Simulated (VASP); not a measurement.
# HoAuF4 (P2/m) in VASP: a series of runs, part 2 of 2

VASP 6.6.1.

## Step 3: Single point, PBE

This run uses another cell than the first one, of 22.40 Å³/atom.

INCAR reads:

```
PREC = Accurate
ENCUT = 600
EDIFF = 1E-6
ISMEAR = 0
SIGMA = 0.01
LREAL = F
LASPH = T
NELM = 200
ALGO = Normal
ISIF = 2
LWAVE = F
LCHARG = F
GGA = PE
NBANDS = 33
GGA_COMPAT = F
LMAXMIX = 6
```

KPOINTS reads:

```
regular mesh
0
Gamma
  8 10 4
```

POSCAR reads:

```
HoAuF4
1.0
    4.2178417444      0.0000000000      0.2239903699
    0.0000000000      3.4653613156      0.0000000000
   -0.9753791726      0.0000000000      9.1450996870
Ho Au F
1 1 4
Direct
    0.5000000000      0.0000000000      0.5000000000
    0.5000000000      0.0000000000      0.0000000000
    0.4842660347      0.5000000000      0.3555973342
    0.5157339653      0.5000000000      0.6444026658
    0.0000000000      0.0000000000      0.5000000000
    0.0000000000      0.0000000000      0.0000000000
```

Potentials or basis: VASP PAW PBE potentials, release 64 (Ho_3, Au, F), 4f in core.

The run is started by

```console
> cat potpaw_PBE.64/Ho_3/POTCAR potpaw_PBE.64/Au/POTCAR potpaw_PBE.64/F/POTCAR > POTCAR
> mpirun -np 1 vasp_std > vasp.out
```

OUTCAR:

```text
PREC = Accurate
   ENCUT = 600
   EDIFF = 1E-6
   ISMEAR = 0
   LREAL = F
   LASPH = T
   NELM = 200
   ISIF = 2
   GGA = PE

 ion  position               nearest neighbor table
   1  0.500  0.000  0.500-   5 2.11   5 2.11   3 2.18   3 2.18   4 2.18   4 2.18
   2  0.500  0.000  0.000-   6 2.11   6 2.11
   3  0.484  0.500  0.356-   1 2.18   1 2.18
   4  0.516  0.500  0.644-   1 2.18   1 2.18
   5  0.000  0.000  0.500-   1 2.11   1 2.11
   6  0.000  0.000  0.000-   2 2.11   2 2.11

  LATTYP: Found a simple monoclinic cell.
 ALAT       =     4.2237851113
 B/A-ratio  =     0.8204397772
 C/A-ratio  =     2.1774231751
 COS(beta)  =    -0.0531735557

  Lattice vectors:

 A1 = (   4.2178417444,   0.0000000000,   0.2239903699)
 A2 = (   0.0000000000,   3.4653613156,   0.0000000000)
 A3 = (  -0.9753791726,   0.0000000000,   9.1450996870)

Analysis of symmetry for initial positions (statically):
=====================================================================
 Subroutine PRICEL returns:
 Original cell was already a primitive cell.

 Routine SETGRP: Setting up the symmetry group for a
 simple monoclinic supercell.

 Subroutine GETGRP returns: Found  4 space group operations
 (whereof  4 operations were pure point group operations)
 out of a pool of  4 trial point group operations.

The static configuration has the point symmetry C_2h.

Analysis of symmetry for dynamics (positions and initial velocities):
=====================================================================
 Subroutine PRICEL returns:
 Original cell was already a primitive cell.

 Routine SETGRP: Setting up the symmetry group for a
 simple monoclinic supercell.

 Subroutine GETGRP returns: Found  4 space group operations
 (whereof  4 operations were pure point group operations)
 out of a pool of  4 trial point group operations.

The dynamic configuration has the point symmetry C_2h.

 Subroutine INISYM returns: Found  4 space group operations
 (whereof  4 operations are pure point group operations),
 and found     1 'primitive' translations

----------------------------------------------------------------------------------------

                                     Primitive cell

  volume of cell :     134.4250

  direct lattice vectors                    reciprocal lattice vectors
     4.217841744  0.000000000  0.223990370     0.235752773  0.000000000  0.025144433
     0.000000000  3.465361316  0.000000000     0.000000000  0.288570198  0.000000000
    -0.975379173  0.000000000  9.145099687    -0.005774278  0.000000000  0.108732318

  length of vectors
     4.223785111  3.465361316  9.196967588     0.237089883  0.288570198  0.108885533

  position of ions in fractional coordinates (direct lattice)
     0.500000000  0.000000000  0.500000000
     0.500000000  0.000000000  0.000000000
     0.484266035  0.500000000  0.355597334
     0.515733965  0.500000000  0.644402666
     0.000000000  0.000000000  0.500000000
     0.000000000  0.000000000  0.000000000

  ion indices of the primitive-cell ions
   primitive index   ion index
                 1           1
                 2           2
                 3           3
                 4           4
                 5           5
                 6           6

[... 28 lines left out ...]
  0.000000  0.000000  0.000000      1.000000
  0.125000  0.000000  0.000000      2.000000
  0.250000  0.000000  0.000000      2.000000
  0.375000  0.000000  0.000000      2.000000
  0.500000  0.000000  0.000000      1.000000
  0.000000  0.100000  0.000000      2.000000
[... 16 lines left out ...]
  0.250000  0.400000  0.000000      4.000000
  0.375000  0.400000  0.000000      4.000000
 [... further k-points ...]
   k-points           NKPTS =    108   k-points in BZ     NKDIM =    108   number of bands    NBANDS=     33
   number of dos      NEDOS =    301   number of ions     NIONS =      6
   total plane-waves  NPLWV =  80640
   dimension x,y,z NGX =    36 NGY =   28 NGZ =   80
   dimension x,y,z NGXF=    72 NGYF=   56 NGZF=  160
   ions per type =               1   1   4
   NGX,Y,Z   is equivalent  to a cutoff of  14.17, 13.43, 14.46 a.u.
   NGXF,Y,Z  is equivalent  to a cutoff of  28.34, 26.87, 28.92 a.u.
 SYSTEM =  unknown system
   PREC   = accura    normal or accurate (medium, high low for compatibility)
   ISTART =      0    job   : 0-new  1-cont  2-samecut
   ICHARG =      2    charge: 1-file 2-atom 10-const
   ISPIN  =      1    spin polarized calculation?
   LNONCOLLINEAR =      F non collinear calculations
   LSORBIT =      F    spin-orbit coupling
   LASPH  =      T    aspherical Exc in radial PAW
   ENCUT  =  600.0 eV  44.10 Ry    6.64 a.u.   8.44  6.92 18.37*2*pi/ulx,y,z
   NELM   =    200;   NELMIN=  2; NELMDL= -5     # of ELM steps
   EDIFF  = 0.1E-05   stopping-criterion for ELM
   LREAL  =      F    real-space projection
   EDIFFG = 0.1E-04   stopping-criterion for IOM
   NSW    =      0    number of steps for IOM
   IBRION =     -1    ionic relax: 0-MD 1-quasi-New 2-CG
   NFREE  =      0    steps in history (QN), initial steepest desc. (CG)
   ISIF   =      2    stress and relaxation
   ISYM   =      2    0-nonsym 1-usesym 2-fastsym
   POTIM  = 0.5000    time-step for ionic-motion
   TEBEG  =    0.0;   TEEND  =   0.0 temperature during run
   PSTRESS=    0.0 pullay stress
   NELECT =      48.0000    total number of electrons
   NUPDOWN=      -1.0000    fix difference up-down
   EMIN   =  10.00;   EMAX   =-10.00  energy-range for DOS
   EFERMI =   0.00;   METHOD = LEGACY
   ISMEAR =     0;   SIGMA  =   0.01  broadening in eV -4-tet -1-fermi 0-gaus
   EFERMI_NEDOS =   21; number of points for ismear=-14 and -15
   IALGO  =     38    algorithm
   IMIX   =      4    mixing-type and parameters
     AMIX     =   0.40;   BMIX     =  1.00
     AMIX_MAG =   1.60;   BMIX_MAG =  1.00
  volume/ion in A,a.u.               =      22.40       151.19
  Fermi-wavevector in a.u.,A,eV,Ry     =   1.161436  2.194795 18.353348  1.348933
  Thomas-Fermi vector in A             =   2.298008
   LORBIT       =      0    0 simple, 1 ext, 2 COOP (PROOUT), +10 PAW based schemes
   GGA     = PE    functional components
   LHFCALC =     F    Hartree Fock is set to
   AEXX    =    0.0000 exact exchange contribution
   IVDW    =     0    specifies the selected vdW correction
   LEPSILON=     F    determine dielectric tensor
   LRPA    =     F    only Hartree local field effects (RPA)
 non-spin polarized calculation
 Gauss-broadening in eV      SIGMA  =   0.01
  energy-cutoff  :      600.00
  volume of cell :      134.43
 maximum number of plane-waves:      4522
 NGX is ok and might be reduce to    36
   NGX = 17   NGY = 13   NGZ = 37

 number of electron      48.0000000 magnetization

 Free energy of the ion-electron system (eV)
  ---------------------------------------------------
  ext. energy  EPLUGINS =         0.00000000
  ---------------------------------------------------
  free energy    TOTEN  =       -31.65408401 eV

  energy without entropy =      -31.65408401  energy(sigma->0) =      -31.65408401

 E-fermi :  -0.4858     XC(G=0):  -7.6505

 val. band max:       -0.6141676486   @ k =   0.5000   0.5000   0.5000
 cond. band min:      -0.4092635284   @ k =   0.0000   0.0000   0.0000
 fundamental gap:      0.2049041202
 Fermi energy:        -0.4857943240

 k-point     1 :       0.0000    0.0000    0.0000
  band No.  band energies     occupation
      1     -25.2409      2.00000
      2     -24.3802      2.00000
      3     -23.9519      2.00000
      4     -23.8299      2.00000
      5     -23.5859      2.00000
      6     -23.2118      2.00000
[... 853 lines left out ...]
     32       7.5754      0.00000
     33       9.0126      0.00000

 [... further k-points ...]

------------------------ aborting loop because EDIFF is reached ----------------------------------------

  FORCE on cell =-STRESS in cart. coord.  units (eV):
  Direction    XX          YY          ZZ          XY          YZ          ZX
  --------------------------------------------------------------------------------------
  -------------------------------------------------------------------------------------
  Total        0.6263432      0.5844604      0.2151361      0.0000000      0.0000000      0.0305826
  in kB        7.4652236      6.9660333      2.5641520      0.0000000      0.0000000      0.3645063
  external PRESSURE =       5.6651363 kB  Pullay stress =       0.0000000 kB

 VOLUME and BASIS-vectors are now :
 -----------------------------------------------------------------------------
  energy-cutoff  :      600.00
  volume of cell :      134.43
      direct lattice vectors                 reciprocal lattice vectors
     4.217841744  0.000000000  0.223990370     0.235752773  0.000000000  0.025144433
     0.000000000  3.465361316  0.000000000     0.000000000  0.288570198  0.000000000
    -0.975379173  0.000000000  9.145099687    -0.005774278  0.000000000  0.108732318

 POSITION                                       TOTAL-FORCE (eV/Angst)
 -----------------------------------------------------------------------------------
      1.62123      0.00000      4.68455         0.000000      0.000000      0.000000
      2.10892      0.00000      0.11200         0.000000      0.000000      0.000000
      1.69572      1.73268      3.36044         0.008836     -0.000000     -0.156902
      1.54675      1.73268      6.00865        -0.008836      0.000000      0.156902
     -0.48769      0.00000      4.57255        -0.000000      0.000000      0.000000
      0.00000      0.00000      0.00000        -0.000000      0.000000      0.000000
 -----------------------------------------------------------------------------------
    total drift:                                0.000000     -0.000000      0.000000

  FREE ENERGIE OF THE ION-ELECTRON SYSTEM (eV)
  ---------------------------------------------------
  free  energy   TOTEN  =       -31.6540840053 eV

  energy  without entropy=      -31.6540840053  energy(sigma->0) =      -31.65408401
```

OSZICAR:

```text
N       E                     dE             d eps       ncg     rms          rms(c)
DAV:   1     0.595444486318E+03    0.59544E+03   -0.22402E+04  7240   0.151E+03
DAV:   2     0.297653293184E+02   -0.56568E+03   -0.52861E+03 11714   0.456E+02
DAV:   3    -0.340250618114E+02   -0.63790E+02   -0.62633E+02 11383   0.162E+02
DAV:   4    -0.352206391725E+02   -0.11956E+01   -0.11895E+01 10306   0.219E+01
DAV:   5    -0.352559267490E+02   -0.35288E-01   -0.35265E-01  9568   0.340E+00    0.334E+01
DAV:   6    -0.317443951262E+02    0.35115E+01   -0.14276E+01 10328   0.263E+01    0.254E+01
DAV:   7    -0.316730621378E+02    0.71333E-01   -0.67062E-01  9786   0.620E+00    0.116E+01
DAV:   8    -0.316550709622E+02    0.17991E-01   -0.94218E-02 10016   0.277E+00    0.884E-01
DAV:   9    -0.316552340779E+02   -0.16312E-03   -0.12692E-02  9271   0.728E-01    0.230E-01
DAV:  10    -0.316549506527E+02    0.28343E-03   -0.22171E-03 10728   0.465E-01    0.103E-01
DAV:  11    -0.316545781909E+02    0.37246E-03   -0.57388E-04  9696   0.174E-01    0.494E-02
DAV:  12    -0.316541387482E+02    0.43944E-03   -0.40479E-04 10678   0.178E-01    0.295E-02
DAV:  13    -0.316540881096E+02    0.50639E-04   -0.10269E-04  9879   0.751E-02    0.150E-02
DAV:  14    -0.316540841943E+02    0.39153E-05   -0.16303E-05  9952   0.299E-02    0.100E-02
DAV:  15    -0.316540840053E+02    0.18899E-06   -0.37608E-06  9070   0.168E-02
   1 F= -.31654084E+02 E0= -.31654084E+02  d E =-.645371E-30
```

It took 4.4 min on 1 thread of Intel Xeon 6975P-C (Granite Rapids), shared host; peak memory 0.65 GiB.

Results:

```yaml
Free_energy: -31.6541 eV
Pressure: 0.6 GPa
Largest_force: 0.157 eV/Å
Band_gap_on_the_k_mesh: 0.20 eV (least direct gap 1.65 eV)
```

Forces on the atoms (eV/Å):
```
Ho   0.000  0.000  0.000
Au   0.000  0.000  0.000
F    0.009  0.000 -0.157
F   -0.009  0.000  0.157
F    0.000  0.000  0.000
F    0.000  0.000  0.000
```

Caveat: spin-orbit coupling is left out, which moves the levels of the heavy elements; the 4f electrons are frozen in the core, so they carry no moment and show no levels. Spin polarisation is off, so any magnetic state and its effect on volume and gap are missing.
